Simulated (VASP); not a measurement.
Here is a VASP 6.6.1 calculation.

File INCAR:

```
SYSTEM = Bi2Te3
PREC = Accurate ; ENCUT = 520
EDIFF = 1E-8 ; ISMEAR = -1
SIGMA = 0.08 ; LREAL = .False.
LASPH = .True. ; NELM = 80
ALGO = Normal ; ISIF = 2
LWAVE = .False. ; LCHARG = .False.
GGA = PE ; LEFG = .True.
NBANDS = 32
```

The input KPOINTS:

```
regular mesh
0
Gamma
  7 7 7
  0 0 0
```

Contents of POSCAR:

```
Bi2Te3
1.0
    2.1930005584      1.2661294627      9.8606999000
   -2.1930005584      1.2661294627      9.8606999000
    0.0000000000     -2.5322589254      9.8606999000
Bi Te
2 3
Direct
    0.4000000000      0.4000000000      0.4000000000
    0.6000000000      0.6000000000      0.6000000000
    0.0000000000      0.0000000000      0.0000000000
    0.2095000000      0.2095000000      0.2095000000
    0.7905000000      0.7905000000      0.7905000000
```

Potentials or basis: VASP PAW PBE potentials, release 64 (Bi_d, Te).

Launch:

```bash
$ cat potpaw_PBE.64/Bi_d/POTCAR potpaw_PBE.64/Te/POTCAR > POTCAR
$ mpirun -np 1 vasp_std > vasp.out
```

Problem. What does it give for the band gap on the k mesh?

Solution. 0.17 eV.

Problem. What does it give for the largest force?

Solution. 0.226 eV/Å.

Stress tensor (GPa, compression positive):
```
3.48 0.00 0.00
0.00 3.48 0.00
0.00 0.00 4.31
```

Caveat: the cell differs from its parent crystal (zz strain of -3 %); the cell stands under pressure; without QUAD_EFG the Cq values of the log hold for a quadrupole moment of 1 mb, not for the nuclei; spin-orbit coupling is left out, which moves the levels of the heavy elements. A k mesh can miss the band edges.
